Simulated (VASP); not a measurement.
BN: single point with PBEsol

The system is BN.

```
CELL_PARAMETERS angstrom
0.00000 3.51846 2.18044
1.25992 0.00000 2.18044
1.25992 3.51846 0.00000
ATOMIC_POSITIONS crystal
N 0.66665 0.66665 0.33335
B 0.00005 0.00005 0.99995
```

```yaml
Program: VASP 6.6.1
Task: single point
Functional: PBEsol
Potentials_or_basis: VASP PAW PBE potentials, release 64 (N, B)
Cutoff: 520 eV
k_mesh: 13 × 13 × 13
Occupations: fermi-dirac, width 0.05 eV
Spin: no spin polarisation
Dipole_correction: no
Further_INCAR_settings: ALGO = Normal; EDIFF = 1e-06; NBANDS = 11
```

```
Pressure               : -3.6 GPa
Largest force          : 0.009 eV/Å
Band gap on the k mesh : 3.78 eV, indirect (least direct gap 4.54 eV)
```

Forces in eV/Å, atoms in the order of the input:
```
N    0.000  0.000 -0.009
B    0.000  0.000  0.009
```

Stress tensor (GPa, compression positive):
```
-5.41  0.00  0.00
 0.00  0.00  0.00
 0.00  0.00 -5.36
```

Levels at points of the mesh, in eV from the valence-band top:
| k point | band 1 | band 2 | band 3 | band 4 | band 5 | band 6 | band 7 | band 8 |
| --- | --- | --- | --- | --- | --- | --- | --- | --- |
| (0.00, 0.00, 0.00) | -17.70 | -4.43 | -1.42 | -1.41 | 4.65 | 11.31 | 11.37 | 12.71 |

Wall time 2.9 min on 1 thread of AMD EPYC 7R13, with other jobs on the host, peak memory 0.16 GiB.

Caveat: the PAW data sets were made with another functional, which shifts forces and pressure a little. A k mesh can miss the band edges.
